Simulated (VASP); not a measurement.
# AlSi16 (a cell with a defect) in VASP: a series of runs

AlSi16 (a cell with a defect) is run at these levels: PBEsol; tasks: single point.

Everything below comes from runs of VASP 6.6.1. Logs are shortened: lines on timing, memory, paths and dates and some standing lists are left out, and cuts for length are marked.

### 1 The cell of the first run

The cell holds a defect, 17 atoms: a = 7.679 Å, b = 7.679 Å, c = 7.679 Å, α = 60.00°, β = 60.00°, γ = 60.00°.

### 2 Single point, PBEsol, collinear spin

File INCAR:

```
SYSTEM = AlSi16
PREC     = Accurate       ! precision mode
ENCUT    = 520            ! plane-wave cutoff, eV
EDIFF    = 1E-6           ! SCF threshold, eV
ISMEAR   = -1             ! smearing method
SIGMA    = 0.02           ! smearing width, eV
LREAL    = Auto         
LASPH    = .TRUE.         ! aspherical terms in the spheres
NELM     = 150            ! most SCF steps
ALGO     = Normal         ! electronic algorithm
ISIF     = 2              ! what is computed and relaxed
LWAVE    = .FALSE.        ! write WAVECAR
LCHARG   = .TRUE.         ! write CHGCAR
ISPIN    = 2              ! spin polarisation
MAGMOM   = 0 0 0 0 0 0 0 0 0 0 0 0 0 0 0 0 1 ! initial moments
LORBIT   = 11             ! projections on sites
GGA      = PS             ! functional
LELF     = .TRUE.         ! ELF
LVHAR    = .TRUE.       
NBANDS   = 52             ! bands
```

File KPOINTS:

```
Automatic mesh
0
G
  2 2 2
  0 0 0
```

File POSCAR:

```
AlSi16
1.0
    0.0000000000      5.4300000000      5.4300000000
    5.4300000000      0.0000000000      5.4300000000
    5.4300000000      5.4300000000      0.0000000000
Si Al
16 1
Direct
   -0.0328268877      0.0397513812     -0.0265469613
   -0.0874401473      0.2687292818      0.1717495396
    0.1127900552      0.0139871087      0.4005801105
    0.0636648250      0.2240331492      0.6001473297
    0.0294751381      0.5604880295     -0.0402486188
    0.1635635359      0.6988305709      0.0970994475
   -0.0008471455      0.5723388582      0.4556537753
    0.1953130755      0.6315377532      0.5956445672
    0.4535635359     -0.0014088398      0.0152946593
    0.5910497238      0.1628176796      0.0797237569
    0.4832596685      0.0388397790      0.4599447514
    0.6949723757      0.0808103131      0.6052854512
    0.5323480663      0.5478176796     -0.0395856354
    0.6365837937      0.6336187845      0.1317403315
    0.5548342541      0.4559208103      0.4845764273
    0.6318232044      0.6704788214      0.5811233886
    0.2492909761      0.2146316759      0.7817219153
```

Potentials or basis: VASP PAW PBE potentials, release 64 (Si, Al).

Started as:

```bash
$ cat potpaw_PBE.64/Si/POTCAR potpaw_PBE.64/Al/POTCAR > POTCAR
$ mpirun -np 1 vasp_std > vasp.out
```

OUTCAR:

```text
SYSTEM = AlSi16
   PREC = Accurate
   ENCUT = 520
   EDIFF = 1E-6
   ISMEAR = -1
   LREAL = Auto
   LASPH = .TRUE.
   NELM = 150
   ISIF = 2
   ISPIN = 2
   LORBIT = 11
   GGA = PS

 ion  position               nearest neighbor table
   1  0.967  0.040  0.973-   6 2.24  10 2.36   4 2.37  17 2.53   2 2.62
   2  0.913  0.269  0.172-   5 2.32   3 2.35  14 2.51   1 2.62  12 2.83  17 2.87  15 2.88
   3  0.113  0.014  0.401-   2 2.35   8 2.44   4 2.53  12 2.67   9 2.81
   4  0.064  0.224  0.600-   7 2.21   1 2.37  17 2.40   3 2.53  11 2.65
   5  0.029  0.560  0.960-   8 2.31   2 2.32  14 2.50   6 2.57  17 2.93
   6  0.164  0.699  0.097-   1 2.24   7 2.28  13 2.33   5 2.57
   7  0.999  0.572  0.456-   4 2.21   6 2.28  16 2.31   8 2.53  17 3.19
   8  0.195  0.632  0.596-  15 2.29   5 2.31   3 2.44   7 2.53  17 2.67
   9  0.454  0.999  0.015-  10 2.33  14 2.33  17 2.38  12 2.66   3 2.81
  10  0.591  0.163  0.080-   9 2.33   1 2.36  11 2.39  13 2.48
  11  0.483  0.039  0.460-  16 2.32  10 2.39  12 2.59   4 2.65  17 2.76
  12  0.695  0.081  0.605-  15 2.35  11 2.59   9 2.66   3 2.67  17 2.80   2 2.83
  13  0.532  0.548  0.960-  14 2.29   6 2.33  16 2.39  10 2.48
  14  0.637  0.634  0.132-  15 2.25  13 2.29   9 2.33   5 2.50   2 2.51
  15  0.555  0.456  0.485-  14 2.25   8 2.29  12 2.35  16 2.50   2 2.88  17 2.99
  16  0.632  0.670  0.581-   7 2.31  11 2.32  13 2.39  15 2.50
  17  0.249  0.215  0.782-   9 2.38   4 2.40   1 2.53   8 2.67  11 2.76  12 2.80   2 2.87   5 2.93
                            15 2.99   7 3.19

  LATTYP: Found a face centered cubic cell.
 ALAT       =    10.8600000000

  Lattice vectors:

 A1 = (   0.0000000000,   5.4300000000,   5.4300000000)
 A2 = (   5.4300000000,   0.0000000000,   5.4300000000)
 A3 = (   5.4300000000,   5.4300000000,   0.0000000000)

Analysis of symmetry for initial positions (statically):
=====================================================================
 Subroutine PRICEL returns:
 Original cell was already a primitive cell.

 Routine SETGRP: Setting up the symmetry group for a
 face centered cubic supercell.

 Subroutine GETGRP returns: Found  1 space group operations
 (whereof  1 operations were pure point group operations)
 out of a pool of 48 trial point group operations.

The static configuration has the point symmetry C_1 .

Analysis of symmetry for dynamics (positions and initial velocities):
=====================================================================
 Subroutine PRICEL returns:
 Original cell was already a primitive cell.

 Routine SETGRP: Setting up the symmetry group for a
 face centered cubic supercell.

 Subroutine GETGRP returns: Found  1 space group operations
 (whereof  1 operations were pure point group operations)
 out of a pool of 48 trial point group operations.

The dynamic configuration has the point symmetry C_1 .

Analysis of structural, dynamic, and magnetic symmetry:
=====================================================================
 Subroutine PRICEL returns:
 Original cell was already a primitive cell.

 Routine SETGRP: Setting up the symmetry group for a
 face centered cubic supercell.

 Subroutine GETGRP returns: Found  1 space group operations
 (whereof  1 operations were pure point group operations)
 out of a pool of 48 trial point group operations.

The overall configuration has the point symmetry C_1 .

 Subroutine INISYM returns: Found  1 space group operations
 (whereof  1 operations are pure point group operations),
 and found     1 'primitive' translations

----------------------------------------------------------------------------------------

                                     Primitive cell

  volume of cell :     320.2060

  direct lattice vectors                    reciprocal lattice vectors
     0.000000000  5.430000000  5.430000000    -0.092081031  0.092081031  0.092081031
     5.430000000  0.000000000  5.430000000     0.092081031 -0.092081031  0.092081031
     5.430000000  5.430000000  0.000000000     0.092081031  0.092081031 -0.092081031

  length of vectors
     7.679179644  7.679179644  7.679179644     0.159489025  0.159489025  0.159489025

  position of ions in fractional coordinates (direct lattice)
     0.967173112  0.039751381  0.973453039
[... 75 lines left out ...]
   total plane-waves  NPLWV = 216000
   dimension x,y,z NGX =    60 NGY =   60 NGZ =   60
   dimension x,y,z NGXF=   120 NGYF=  120 NGZF=  120
   ions per type =              16   1
   NGX,Y,Z   is equivalent  to a cutoff of  12.99, 12.99, 12.99 a.u.
   NGXF,Y,Z  is equivalent  to a cutoff of  25.98, 25.98, 25.98 a.u.
 SYSTEM =  AlSi16
   PREC   = accura    normal or accurate (medium, high low for compatibility)
   ISTART =      0    job   : 0-new  1-cont  2-samecut
   ICHARG =      2    charge: 1-file 2-atom 10-const
   ISPIN  =      2    spin polarized calculation?
   LNONCOLLINEAR =      F non collinear calculations
   LSORBIT =      F    spin-orbit coupling
[... 22 lines left out ...]
     AMIX     =   0.40;   BMIX     =  1.00
     AMIX_MAG =   1.60;   BMIX_MAG =  1.00
  volume/ion in A,a.u.               =      18.84       127.11
  Fermi-wavevector in a.u.,A,eV,Ry     =   0.971904  1.836632 12.852022  0.944597
  Thomas-Fermi vector in A             =   2.102159
   LORBIT       =     11    0 simple, 1 ext, 2 COOP (PROOUT), +10 PAW based schemes
   GGA     = PS    functional components
   LHFCALC =     F    Hartree Fock is set to
   AEXX    =    0.0000 exact exchange contribution
   IVDW    =     0    specifies the selected vdW correction
   LEPSILON=     F    determine dielectric tensor
   LRPA    =     F    only Hartree local field effects (RPA)
 spin polarized calculation
  energy-cutoff  :      520.00
  volume of cell :      320.21
 maximum number of plane-waves:      8646
 NGX is ok and might be reduce to    60
   NGX = 29   NGY = 29   NGZ = 29

 number of electron      67.0000000 magnetization       0.0011094

 Free energy of the ion-electron system (eV)
  ---------------------------------------------------
  ext. energy  EPLUGINS =         0.00000000
  ---------------------------------------------------
  free energy    TOTEN  =       -89.88233193 eV

  energy without entropy =      -89.87344174  energy(sigma->0) =      -89.87788684

 E-fermi :   6.6259     XC(G=0):  -9.8699

 val. band max:        6.6122649819   @ k =   0.0000   0.5000   0.0000
 cond. band min:       6.6420533606   @ k =   0.0000   0.0000   0.5000
 fundamental gap:      0.0297883786
 Fermi energy:         6.6259014060

 spin component 1

 k-point     1 :       0.0000    0.0000    0.0000
  band No.  band energies     occupation
      1      -5.9611      1.00000
      2      -3.9066      1.00000
      3      -3.3859      1.00000
      4      -3.2125      1.00000
      5      -3.1646      1.00000
      6      -2.3237      1.00000
[... 373 lines left out ...]
     44       9.9997      0.00000
     45      10.1692      0.00000
 Fermi energy:         6.6259014060

 spin component 2

 k-point     1 :       0.0000    0.0000    0.0000
  band No.  band energies     occupation
      1      -5.9610      1.00000
      2      -3.9066      1.00000
      3      -3.3858      1.00000
      4      -3.2124      1.00000
      5      -3.1645      1.00000
      6      -2.3237      1.00000
[... 373 lines left out ...]
     44       9.9998      0.00000
     45      10.1694      0.00000
 [bands above 45 left out]

------------------------ aborting loop because EDIFF is reached ----------------------------------------

  FORCE on cell =-STRESS in cart. coord.  units (eV):
  Direction    XX          YY          ZZ          XY          YZ          ZX
  --------------------------------------------------------------------------------------
  -------------------------------------------------------------------------------------
  Total       -1.0717194      5.0684926      0.2226841     -3.4557862     -4.7971729     -1.1069677
  in kB       -5.3624368     25.3606227      1.1142183    -17.2913125    -24.0030522     -5.5388048
  external PRESSURE =       7.0374681 kB  Pullay stress =       0.0000000 kB

 VOLUME and BASIS-vectors are now :
 -----------------------------------------------------------------------------
  energy-cutoff  :      520.00
  volume of cell :      320.21
      direct lattice vectors                 reciprocal lattice vectors
     0.000000000  5.430000000  5.430000000    -0.092081031  0.092081031  0.092081031
     5.430000000  0.000000000  5.430000000     0.092081031 -0.092081031  0.092081031
     5.430000000  5.430000000  0.000000000     0.092081031  0.092081031 -0.092081031

 POSITION                                       TOTAL-FORCE (eV/Angst)
 -----------------------------------------------------------------------------------
      5.50170     10.53760      5.46760         1.475355     -0.654996      0.292154
      2.39180      5.88780      6.41440        -1.295701      0.267644     -0.825620
      2.25110      2.78760      0.68840         0.598005      0.371237      0.175722
      4.47530      3.60450      1.56220        -2.837953      0.446366     -1.389131
      8.25490      5.37150      3.20350         1.110538      0.241290      0.115270
      4.32190      1.41540      4.68280        -1.489255     -0.505342     -0.885338
[... 9 lines left out ...]
      6.79620      6.58630      7.07150        -0.098942     -0.065805     -0.862745
      5.41020      5.59840      2.51910         0.587303      0.292356      0.784446
 -----------------------------------------------------------------------------------
    total drift:                               -0.003001      0.001395     -0.004170

  FREE ENERGIE OF THE ION-ELECTRON SYSTEM (eV)
  ---------------------------------------------------
  free  energy   TOTEN  =       -89.8823319285 eV

  energy  without entropy=      -89.8734417444  energy(sigma->0) =      -89.87788684

 total charge

# of ion       s       p       d       tot
------------------------------------------
    1        0.758   0.914   0.000   1.673
    2        0.824   0.806   0.000   1.631
    3        0.801   0.794   0.000   1.595
    4        0.776   0.906   0.000   1.682
    5        0.772   0.867   0.000   1.640
    6        0.758   0.933   0.000   1.691
[... 9 lines left out ...]
   16        0.753   0.905   0.000   1.658
   17        0.449   0.357   0.000   0.806
--------------------------------------------------
tot         12.830  14.465   0.000  27.295

 magnetization (x)

# of ion       s       p       d       tot
------------------------------------------
    1        0.000   0.000   0.000   0.000
    2        0.000   0.000   0.000   0.000
    3        0.000   0.000   0.000   0.000
    4        0.000  -0.000   0.000  -0.000
    5        0.000   0.000   0.000   0.000
    6       -0.000  -0.000   0.000  -0.000
[... 9 lines left out ...]
   16        0.000   0.000   0.000   0.000
   17        0.000   0.000   0.000   0.000
--------------------------------------------------
tot          0.000   0.000   0.000   0.000
```

Wall time 8.7 min (1 thread of Intel Xeon Platinum 8488C (Sapphire Rapids), shared host); peak memory 0.71 GiB.

What came out:

- Free energy: -89.8823 eV
- Pressure: 0.7 GPa
- Largest force: 3.191 eV/Å
- Net moment: 0.00 μB per cell
- Valence electrons inside the program's atomic spheres: Si 1.67, 1.63, 1.59, 1.68, 1.64, 1.69, 1.70, 1.66, 1.65, 1.62 (each value once); Al 0.81

Forces in eV/Å, atoms in the order of the input:
```
Si   1.475 -0.655  0.292
Si  -1.296  0.268 -0.826
Si   0.598  0.371  0.176
Si  -2.838  0.446 -1.389
Si   1.111  0.241  0.115
Si  -1.489 -0.505 -0.885
Si   1.348  0.422  1.208
Si   0.155 -1.536 -0.755
Si   0.242  0.261  0.241
Si   0.943  0.136  0.492
Si   0.551  0.040  0.545
Si  -0.387 -0.360 -0.242
Si  -1.028 -0.210 -0.851
Si  -0.631 -0.393  1.445
Si   0.757  1.247  0.512
Si  -0.099 -0.066 -0.863
Al   0.587  0.292  0.784
```

Levels at points of the mesh, in eV from the Fermi level:
Spin up:
```csv
k point,band 31,band 32,band 33,band 34,band 35,band 36
"(0.00, 0.00, 0.00)",-0.84,-0.54,-0.40,-0.20,0.08,0.18
"(0.50, 0.00, 0.00)",-0.81,-0.53,-0.42,-0.08,0.29,0.46
"(0.00, 0.50, 0.00)",-0.87,-0.54,-0.22,-0.01,0.09,0.49
"(0.00, 0.00, 0.50)",-0.99,-0.71,-0.23,0.02,0.44,0.60
"(0.50, 0.50, 0.50)",-1.19,-1.05,-0.34,-0.08,0.07,0.32
"(0.50, 0.50, 0.00)",-1.32,-1.13,-0.50,0.32,0.92,1.01
"(0.00, 0.50, 0.50)",-1.27,-0.90,-0.25,0.23,0.72,1.05
"(0.50, 0.00, 0.50)",-1.21,-0.82,-0.62,0.14,0.87,0.92
```
Spin down:
| k point | band 29 | band 30 | band 31 | band 32 | band 33 | band 34 | band 35 | band 36 | band 37 | band 38 |
| --- | --- | --- | --- | --- | --- | --- | --- | --- | --- | --- |
| (0.00, 0.00, 0.00) | -1.15 | -0.93 | -0.84 | -0.54 | -0.40 | -0.20 | 0.08 | 0.19 | 0.25 | 0.35 |
| (0.50, 0.00, 0.00) | -1.34 | -1.22 | -0.81 | -0.53 | -0.42 | -0.08 | 0.29 | 0.46 | 0.76 | 0.96 |
| (0.00, 0.50, 0.00) | -1.52 | -1.18 | -0.87 | -0.54 | -0.22 | -0.01 | 0.09 | 0.49 | 0.75 | 0.99 |
| (0.00, 0.00, 0.50) | -1.69 | -1.49 | -0.99 | -0.71 | -0.23 | 0.02 | 0.44 | 0.60 | 0.89 | 1.02 |
| (0.50, 0.50, 0.50) | -1.51 | -1.25 | -1.19 | -1.05 | -0.34 | -0.08 | 0.07 | 0.32 | 0.80 | 1.00 |
| (0.50, 0.50, 0.00) | -1.80 | -1.57 | -1.32 | -1.13 | -0.50 | 0.32 | 0.92 | 1.01 | 1.35 | 1.38 |
| (0.00, 0.50, 0.50) | -1.84 | -1.49 | -1.27 | -0.90 | -0.25 | 0.23 | 0.72 | 1.05 | 1.26 | 1.29 |
| (0.50, 0.00, 0.50) | -1.72 | -1.56 | -1.21 | -0.82 | -0.62 | 0.14 | 0.87 | 0.92 | 1.17 | 1.38 |

Caveat: the k points lie up to 0.50 Å⁻¹ apart; the atoms stand as in a frame of molecular dynamics; the PAW data sets were made with another functional, which shifts forces and pressure a little.

### 3 Single point, PBEsol, collinear spin

File INCAR:

```
SYSTEM = AlSi16
ALGO = Normal
EDIFF = 1E-6
ENCUT = 520
GGA = PS
ISIF = 2
ISMEAR = -1
ISPIN = 2
LASPH = .TRUE.
LCHARG = .TRUE.
LELF = .TRUE.
LORBIT = 11
LREAL = Auto
LVHAR = .TRUE.
LWAVE = .FALSE.
MAGMOM = 0 0 0 0 0 0 0 0 0 0 0 0 0 0 0 0 1
NBANDS = 52
NELM = 150
PREC = Accurate
SIGMA = 0.02
```

File KPOINTS:

```
k-points
0
G
  2 2 2
  0 0 0
```

File POSCAR:

```
AlSi16
1.0
    0.0000000000      5.4300000000      5.4300000000
    5.4300000000      0.0000000000      5.4300000000
    5.4300000000      5.4300000000      0.0000000000
Si Al
16 1
Direct
   -0.0086095764      0.0181123389     -0.0315745856
   -0.0783793738      0.2202578269      0.1606077348
    0.1464180479      0.0107090239      0.3549263352
    0.1151565378      0.1281767956      0.5840883978
    0.0056537753      0.5429465930     -0.0248434622
    0.1310220994      0.6209116022      0.1289410681
   -0.0226058932      0.5270257827      0.4917955801
    0.1439686924      0.6340976059      0.5818508287
    0.4855616943      0.0597974217      0.0116758748
    0.6137108656      0.1917034991      0.1272651934
    0.5353038674      0.0150828729      0.4964272560
    0.6879926335      0.1853406998      0.5726335175
    0.4815377532      0.5427900552     -0.0219060773
    0.6338489871      0.6888950276      0.0671454880
    0.5145395948      0.5492909761      0.4597513812
    0.6051012891      0.6412523020      0.6262799263
    0.2824861878      0.2377348066      0.7683241252
```

Potentials or basis: VASP PAW PBE potentials, release 64 (Si, Al).

Started as:

```bash
$ cat potpaw_PBE.64/Si/POTCAR potpaw_PBE.64/Al/POTCAR > POTCAR
$ mpirun -np 1 vasp_std > vasp.out
```

It took 8.2 min on 1 thread of Intel Xeon Platinum 8488C (Sapphire Rapids), shared host; peak memory 0.7 GiB.

It converged, with:

* Free energy: -90.4139 eV
* Pressure: 1.6 GPa
* Largest force: 2.446 eV/Å
* Net moment: 0.00 μB per cell
* Valence electrons inside the program's atomic spheres: Si 1.63, 1.66, 1.65, 1.67, 1.72, 1.68, 1.69, 1.62, 1.60, 1.76, 1.64, 1.70, 1.74 (each value once); Al 0.78

Forces on the atoms (eV/Å):
```
Si  -0.691 -0.010 -0.090
Si   0.680 -0.165  0.143
Si  -1.596  0.173 -0.328
Si   2.088  0.786  1.003
Si  -1.114 -0.972 -0.436
Si   1.474 -1.445  0.363
Si  -0.906  0.862 -1.152
Si   1.258  0.032  0.658
Si  -0.162 -0.206 -0.502
Si  -1.376  1.135 -0.885
Si   1.118 -0.443 -0.120
Si  -1.185  0.748 -0.303
Si   1.187  1.407  1.236
Si   0.784  0.016 -0.511
Si  -1.423 -1.383 -0.126
Si   0.025 -0.424  1.886
Al  -0.161 -0.110 -0.837
```

Stress tensor (GPa, compression positive):
```
 1.80 -0.38  0.86
-0.38  4.14  2.07
 0.86  2.07 -1.24
```

Levels at points of the mesh, in eV from the Fermi level:
Spin up:
| k point | band 31 | band 32 | band 33 | band 34 | band 35 | band 36 |
| --- | --- | --- | --- | --- | --- | --- |
| (0.00, 0.00, 0.00) | -0.89 | -0.78 | -0.64 | -0.40 | 0.12 | 0.37 |
| (0.50, 0.00, 0.00) | -1.01 | -0.52 | -0.51 | -0.05 | 0.30 | 0.55 |
| (0.00, 0.50, 0.00) | -1.24 | -1.00 | -0.42 | 0.14 | 0.38 | 0.44 |
| (0.00, 0.00, 0.50) | -1.08 | -0.72 | -0.32 | -0.05 | 0.41 | 0.55 |
| (0.50, 0.50, 0.50) | -0.98 | -0.70 | -0.19 | 0.04 | 0.22 | 0.58 |
| (0.50, 0.50, 0.00) | -1.33 | -1.07 | -0.23 | 0.04 | 1.02 | 1.10 |
| (0.00, 0.50, 0.50) | -1.34 | -0.82 | -0.46 | -0.05 | 0.93 | 1.02 |
| (0.50, 0.00, 0.50) | -1.17 | -0.72 | -0.61 | 0.30 | 0.69 | 0.81 |
Spin down:
```csv
k point,band 29,band 30,band 31,band 32,band 33,band 34,band 35,band 36,band 37,band 38
"(0.00, 0.00, 0.00)",-1.21,-1.12,-0.89,-0.78,-0.64,-0.40,0.12,0.37,0.48,0.60
"(0.50, 0.00, 0.00)",-1.52,-1.12,-1.01,-0.52,-0.51,-0.05,0.30,0.55,0.73,1.01
"(0.00, 0.50, 0.00)",-1.58,-1.35,-1.24,-1.00,-0.42,0.14,0.38,0.44,0.59,0.84
"(0.00, 0.00, 0.50)",-1.62,-1.34,-1.08,-0.72,-0.32,-0.05,0.41,0.55,0.96,1.07
"(0.50, 0.50, 0.50)",-1.29,-1.24,-0.98,-0.70,-0.19,0.04,0.22,0.58,0.75,1.03
"(0.50, 0.50, 0.00)",-1.90,-1.67,-1.33,-1.07,-0.23,0.04,1.02,1.10,1.25,1.42
"(0.00, 0.50, 0.50)",-1.76,-1.53,-1.34,-0.82,-0.46,-0.05,0.93,1.02,1.19,1.51
"(0.50, 0.00, 0.50)",-2.03,-1.46,-1.17,-0.72,-0.61,0.30,0.69,0.81,1.24,1.45
```

Caveat: the k points lie up to 0.50 Å⁻¹ apart; the atoms stand as in a frame of molecular dynamics; the PAW data sets were made with another functional, which shifts forces and pressure a little.
